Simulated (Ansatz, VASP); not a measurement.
# ScZn: VASP beside Ansatz

```
CELL_PARAMETERS angstrom
3.35000 -0.01675 -0.01675
-0.01675 3.35000 -0.01675
-0.01675 -0.01675 3.35000
ATOMIC_POSITIONS crystal
Sc 0.00000 0.00000 0.00000
Zn 0.50000 0.50000 0.50000
```

Change from the starting cell: equal xy, yz and zx shear strains of -1 %, crystal datasets.

Alike in both runs: task electric field gradients; functional PBEsol; k mesh 10 × 10 × 10; occupations fermi-dirac, width 0.03 eV; no spin polarisation.

|  | VASP | Ansatz |
| --- | --- | --- |
| version | VASP 6.6.1 | Ansatz 0.2.0 |
| potentials or method | VASP PAW PBE potentials, release 64 (Sc_sv, Zn), cutoff 520 eV | all-electron PAW with datasets made for the crystal, scalar-relativistic |

|  | VASP | Ansatz | Ansatz less VASP |
| --- | --- | --- | --- |
| pressure (GPa) | -3.1 | -3.3 | -0.18 |
| traceless stress, the component that is largest in VASP (GPa) | 0.70 | 0.70 | -0.002 |
| size of Vzz on the site where it differs most (V/Å²) | 0.3 | 0.5 | +0.22 |

VASP's potentials were made for PBE, not for PBEsol. Ansatz ran all-electron here, and VASP with PAW potentials.
